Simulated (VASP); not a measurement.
**BP: vibrations by perturbation theory with PBE**

Crystal: BP.

```
CELL_PARAMETERS angstrom
0.00000 2.27419 2.27419
2.27419 0.00000 2.27419
2.27419 2.27419 0.00000
ATOMIC_POSITIONS crystal
B 0.00000 0.00000 0.00000
P 0.25000 0.25000 0.25000
```

| Property | Result |
| --- | --- |
| Program | VASP 6.6.1 |
| Task | vibrations by perturbation theory |
| Functional | PBE |
| Potentials or basis | VASP PAW PBE potentials, release 64 (B, P) |
| Cutoff | 500 eV |
| k mesh | 10 × 10 × 10 |
| Occupations | gaussian, width 0.01 eV |
| Spin | no spin polarisation |
| Dipole correction | no |
| Further INCAR settings | ALGO = Normal; EDIFF = 1e-08; NBANDS = 11; IBRION = 8; NSW = 1 |

| Quantity | Value |
| --- | --- |
| Electronic dielectric tensor (diagonal) | 9.27 |
| Born charges (mean of the diagonal) | B -0.47; P +0.47 e |
| Highest phonon frequency at Γ, LO-TO splitting left out | 798 cm⁻¹ |

Phonon frequencies in cm⁻¹ (negative: imaginary):
```tsv
q point	frequencies
(0.000, 0.000, 0.000)	0 0 0 798 798 798
```

Electronic dielectric tensor:
```
9.27 0.00 0.00
0.00 9.27 0.00
0.00 0.00 9.27
```

Born effective charge tensors (e):
atom 1, B
```
-0.47  0.00  0.00
 0.00 -0.47  0.00
 0.00  0.00 -0.47
```
atom 2, P
```
0.47 0.00 0.00
0.00 0.47 0.00
0.00 0.00 0.47
```

Wall time 2.6 min on 1 thread of Intel(R) Xeon(R) Platinum 8259CL CPU @ 2.50GHz (Skylake/Cascade Lake), with other jobs on the host, peak memory 0.22 GiB.
